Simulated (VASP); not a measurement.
# Ti3H2 in VASP: further runs

The runs below take Ti3H2 through single point, with PBE.

Everything below comes from runs of VASP 6.6.1. Logs are shortened: lines on timing, memory, paths and dates and some standing lists are left out, and cuts for length are marked.

## 1. The cell of the first run

Symmetry: Pm-3m, No. 221, cubic system. Conventional cell: a = 3.924 Å, b = 3.924 Å, c = 3.924 Å, α = 90.00°, β = 90.00°, γ = 90.00°. Within 2.6 Å of Ti (site symmetry 4/mmm) lie 2 H at 1.96 Å. Within 2.6 Å of H (site symmetry m-3m) lie 6 Ti at 1.96 Å. Within 3.7 Å of H (site symmetry m-3m) lie 12 Ti at 2.77 Å and 8 H at 3.40 Å.

The cell was built from a structure type or drawn by symmetry, and may not be a known phase.

## 2. Single point, PBE

INCAR

```
SYSTEM = Ti3H2
  PREC = Accurate
  ENCUT = 500
  EDIFF = 1E-6
  ISMEAR = 0
  SIGMA = 0.2
  LREAL = .False.
  LASPH = .True.
  NELM = 120
  ALGO = Normal
  ISIF = 2
  LWAVE = .False.
  LCHARG = .False.
  GGA = PE
  NBANDS = 27
  GGA_COMPAT = .False.
```

KPOINTS

```
Automatic mesh
0
Gamma
  4 4 4
  0 0 0
```

POSCAR

```
Ti3H2
1.0
    3.9242384360      0.0000000000      0.0000000000
    0.0000000000      3.9242384360      0.0000000000
    0.0000000000      0.0000000000      3.9242384360
Ti H
3 2
Direct
    0.5000000000      0.0000000000      0.0000000000
    0.0000000000      0.5000000000      0.0000000000
    0.0000000000      0.0000000000      0.5000000000
    0.0000000000      0.0000000000      0.0000000000
    0.5000000000      0.5000000000      0.5000000000
```

Potentials or basis: VASP PAW PBE potentials, release 64 (Ti_sv, H).

The run is started by

```sh
$ cat potpaw_PBE.64/Ti_sv/POTCAR potpaw_PBE.64/H/POTCAR > POTCAR
$ mpirun -np 1 vasp_std > vasp.out
```

OUTCAR:

```text
SYSTEM = Ti3H2
   PREC = Accurate
   ENCUT = 500
   EDIFF = 1E-6
   ISMEAR = 0
   LREAL = .False.
   LASPH = .True.
   NELM = 120
   ISIF = 2
   GGA = PE

 ion  position               nearest neighbor table
   1  0.500  0.000  0.000-   2 2.77   3 2.77   3 2.77   2 2.77   2 2.77   3 2.77   3 2.77   2 2.77

   2  0.000  0.500  0.000-   1 2.77   3 2.77   3 2.77   1 2.77   3 2.77   3 2.77   1 2.77   1 2.77

   3  0.000  0.000  0.500-   1 2.77   2 2.77   1 2.77   2 2.77   2 2.77   2 2.77   1 2.77   1 2.77

   4  0.000  0.000  0.000-
   5  0.500  0.500  0.500-

  LATTYP: Found a simple cubic cell.
 ALAT       =     3.9242384360

  Lattice vectors:

 A1 = (   3.9242384360,   0.0000000000,   0.0000000000)
 A2 = (   0.0000000000,   3.9242384360,   0.0000000000)
 A3 = (   0.0000000000,   0.0000000000,   3.9242384360)

Analysis of symmetry for initial positions (statically):
=====================================================================
 Subroutine PRICEL returns:
 Original cell was already a primitive cell.

 Routine SETGRP: Setting up the symmetry group for a
 simple cubic supercell.

 Subroutine GETGRP returns: Found 48 space group operations
 (whereof 48 operations were pure point group operations)
 out of a pool of 48 trial point group operations.

The static configuration has the point symmetry O_h .

Analysis of symmetry for dynamics (positions and initial velocities):
=====================================================================
 Subroutine PRICEL returns:
 Original cell was already a primitive cell.

 Routine SETGRP: Setting up the symmetry group for a
 simple cubic supercell.

 Subroutine GETGRP returns: Found 48 space group operations
 (whereof 48 operations were pure point group operations)
 out of a pool of 48 trial point group operations.

The dynamic configuration has the point symmetry O_h .

 Subroutine INISYM returns: Found 48 space group operations
 (whereof 48 operations are pure point group operations),
 and found     1 'primitive' translations

----------------------------------------------------------------------------------------

                                     Primitive cell

  volume of cell :      60.4319
[... 76 lines left out ...]
   LSORBIT =      F    spin-orbit coupling
   LASPH  =      T    aspherical Exc in radial PAW
   ENCUT  =  500.0 eV  36.75 Ry    6.06 a.u.   7.15  7.15  7.15*2*pi/ulx,y,z
   NELM   =    120;   NELMIN=  2; NELMDL= -5     # of ELM steps
   EDIFF  = 0.1E-05   stopping-criterion for ELM
   LREAL  =      F    real-space projection
   EDIFFG = 0.1E-04   stopping-criterion for IOM
   NSW    =      0    number of steps for IOM
   IBRION =     -1    ionic relax: 0-MD 1-quasi-New 2-CG
   NFREE  =      0    steps in history (QN), initial steepest desc. (CG)
   ISIF   =      2    stress and relaxation
   ISYM   =      2    0-nonsym 1-usesym 2-fastsym
   POTIM  = 0.5000    time-step for ionic-motion
   TEBEG  =    0.0;   TEEND  =   0.0 temperature during run
   PSTRESS=    0.0 pullay stress
   NELECT =      38.0000    total number of electrons
   NUPDOWN=      -1.0000    fix difference up-down
   EMIN   =  10.00;   EMAX   =-10.00  energy-range for DOS
   EFERMI =   0.00;   METHOD = LEGACY
   ISMEAR =     0;   SIGMA  =   0.20  broadening in eV -4-tet -1-fermi 0-gaus
   EFERMI_NEDOS =   21; number of points for ismear=-14 and -15
   IALGO  =     38    algorithm
   IMIX   =      4    mixing-type and parameters
     AMIX     =   0.40;   BMIX     =  1.00
     AMIX_MAG =   1.60;   BMIX_MAG =  1.00
  volume/ion in A,a.u.               =      12.09        81.56
  Fermi-wavevector in a.u.,A,eV,Ry     =   1.402536  2.650408 26.764114  1.967107
  Thomas-Fermi vector in A             =   2.525288
   LORBIT       =      0    0 simple, 1 ext, 2 COOP (PROOUT), +10 PAW based schemes
   GGA     = PE    functional components
   LHFCALC =     F    Hartree Fock is set to
   AEXX    =    0.0000 exact exchange contribution
   IVDW    =     0    specifies the selected vdW correction
   LEPSILON=     F    determine dielectric tensor
   LRPA    =     F    only Hartree local field effects (RPA)
 non-spin polarized calculation
 Gauss-broadening in eV      SIGMA  =   0.20
  energy-cutoff  :      500.00
  volume of cell :       60.43
 maximum number of plane-waves:      1568
 NGX is ok and might be reduce to    30
   NGX = 15   NGY = 15   NGZ = 15

 number of electron      37.9999985 magnetization

 Free energy of the ion-electron system (eV)
  ---------------------------------------------------
  ext. energy  EPLUGINS =         0.00000000
  ---------------------------------------------------
  free energy    TOTEN  =       -28.35627185 eV

  energy without entropy =      -28.25694346  energy(sigma->0) =      -28.30660766

 E-fermi :   7.4717     XC(G=0): -11.1194

 val. band max:        7.4627372921   @ k =   0.5000   0.0000   0.0000
 cond. band min:       7.5042071722   @ k =   0.5000   0.5000   0.2500
 fundamental gap:      0.0414698802
 Fermi energy:         7.4716923890

 k-point     1 :       0.0000    0.0000    0.0000
  band No.  band energies     occupation
      1     -49.2815      2.00000
      2     -49.0653      2.00000
      3     -49.0653      2.00000
      4     -25.8187      2.00000
      5     -25.8187      2.00000
      6     -25.8187      2.00000
[... 289 lines left out ...]
     26       9.2063      0.00000
     27       9.8628      0.00000

------------------------ aborting loop because EDIFF is reached ----------------------------------------

  FORCE on cell =-STRESS in cart. coord.  units (eV):
  Direction    XX          YY          ZZ          XY          YZ          ZX
  --------------------------------------------------------------------------------------
  -------------------------------------------------------------------------------------
  Total       -0.0033578     -0.0033578     -0.0033578      0.0000000     -0.0000000      0.0000000
  in kB       -0.0890222     -0.0890222     -0.0890222      0.0000000     -0.0000000      0.0000000
  external PRESSURE =      -0.0890222 kB  Pullay stress =       0.0000000 kB

 VOLUME and BASIS-vectors are now :
 -----------------------------------------------------------------------------
  energy-cutoff  :      500.00
  volume of cell :       60.43
      direct lattice vectors                 reciprocal lattice vectors
     3.924238436  0.000000000  0.000000000     0.254826514  0.000000000  0.000000000
     0.000000000  3.924238436  0.000000000     0.000000000  0.254826514  0.000000000
     0.000000000  0.000000000  3.924238436     0.000000000  0.000000000  0.254826514

 POSITION                                       TOTAL-FORCE (eV/Angst)
 -----------------------------------------------------------------------------------
      1.96212      0.00000      0.00000         0.000000      0.000000      0.000000
      0.00000      1.96212      0.00000         0.000000      0.000000      0.000000
      0.00000      0.00000      1.96212         0.000000      0.000000      0.000000
      0.00000      0.00000      0.00000         0.000000      0.000000      0.000000
      1.96212      1.96212      1.96212         0.000000      0.000000      0.000000
 -----------------------------------------------------------------------------------
    total drift:                                0.000000     -0.000000      0.000000

  FREE ENERGIE OF THE ION-ELECTRON SYSTEM (eV)
  ---------------------------------------------------
  free  energy   TOTEN  =       -28.3562718468 eV

  energy  without entropy=      -28.2569434636  energy(sigma->0) =      -28.30660766
```

OSZICAR:

```text
N       E                     dE             d eps       ncg     rms          rms(c)
DAV:   1     0.452904555913E+03    0.45290E+03   -0.18896E+04   540   0.165E+03
DAV:   2     0.246224582303E+02   -0.42828E+03   -0.42065E+03   549   0.500E+02
DAV:   3    -0.258843486345E+02   -0.50507E+02   -0.49164E+02   984   0.147E+02
DAV:   4    -0.311342693105E+02   -0.52499E+01   -0.52117E+01   813   0.436E+01
DAV:   5    -0.313597916758E+02   -0.22552E+00   -0.22519E+00   832   0.768E+00    0.157E+01
DAV:   6    -0.283428886702E+02    0.30169E+01   -0.11660E+01   755   0.285E+01    0.448E+00
DAV:   7    -0.283250674827E+02    0.17821E-01   -0.11964E+00   809   0.565E+00    0.239E+00
DAV:   8    -0.283542230708E+02   -0.29156E-01   -0.21076E-01   740   0.332E+00    0.732E-01
DAV:   9    -0.283552782362E+02   -0.10552E-02   -0.44737E-02   786   0.161E+00    0.388E-01
DAV:  10    -0.283563717243E+02   -0.10935E-02   -0.10677E-02   741   0.834E-01    0.459E-02
DAV:  11    -0.283562795327E+02    0.92192E-04   -0.64804E-04   768   0.245E-01    0.343E-02
DAV:  12    -0.283562726006E+02    0.69321E-05   -0.64235E-05   810   0.570E-02    0.966E-03
DAV:  13    -0.283562718468E+02    0.75378E-06   -0.65825E-06   656   0.208E-02
   1 F= -.28356272E+02 E0= -.28306608E+02  d E =-.993284E-01
```

stdout:

```text
POSCAR found type information on POSCAR TiH
 POSCAR found :  2 types and       5 ions
 scaLAPACK will be used
 LDA part: xc-table for (Slater+PW92), standard interpolation
 POSCAR, INCAR and KPOINTS ok, starting setup
 FFT: planning ... GRIDC
 FFT: planning ... GRID_SOFT
 FFT: planning ... GRID
 WAVECAR not read
 entering main loop
```

It took 12 s on 1 thread of AMD EPYC 9R45 (Zen 5), shared host; peak memory 0.14 GiB.

What came out:

```yaml
Free_energy: -28.3563 eV
Pressure: 0.0 GPa
Band_gap_on_the_k_mesh: zero (bands 19 and 20 overlap by 0.88 eV)
```

Caveat: the k points lie up to 0.40 Å⁻¹ apart, too coarse for converged energies and pressures of a metal.

(Part 1 of 2 ends here.)
